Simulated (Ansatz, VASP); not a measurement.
# CdSe4 in VASP and in Ansatz

```xyz
5
Lattice="-2.5250 2.5250 5.4551 2.5250 -2.5250 5.4551 2.5250 2.5250 -5.4551" Properties=species:S:1:pos:R:3 pbc="T T T"
Cd    0.0000    0.0000    5.4551
Se    2.5250    0.0000    3.8626
Se    0.0000    2.5250    3.8626
Se    0.0000    2.5250    1.5925
Se    2.5250    0.0000    1.5925
```

Alike in both runs: functional PBE; k mesh 8 × 8 × 8; occupations gaussian, width 0.1 eV; no spin polarisation.

Ansatz relaxed the structure, and its values are those at the end. VASP's run is a single point on that final structure, the one shown.

```csv
,VASP,Ansatz
version,VASP 6.6.1,Ansatz 0.2.0
potentials or method,"VASP PAW PBE potentials, release 64 (Cd, Se), cutoff 520 eV","scalar-relativistic, plane waves, PAW"
valence electrons in the cell,36,84
```

```csv
,VASP,Ansatz,Ansatz less VASP
gap on the k mesh at the Fermi level (eV),none,none,-
pressure (GPa),0.2,0.0,-0.15
rms of the force components (eV/Å),0.016,0.003,-0.0126
```

A gap of «none» marks a metal or a gap that the smearing closes. The functional is the same, so the differences come from potentials, cutoffs and numerics. VASP's potentials hold 36 valence electrons a cell and Ansatz's 84, so a difference there can come from the potentials and not from the codes.
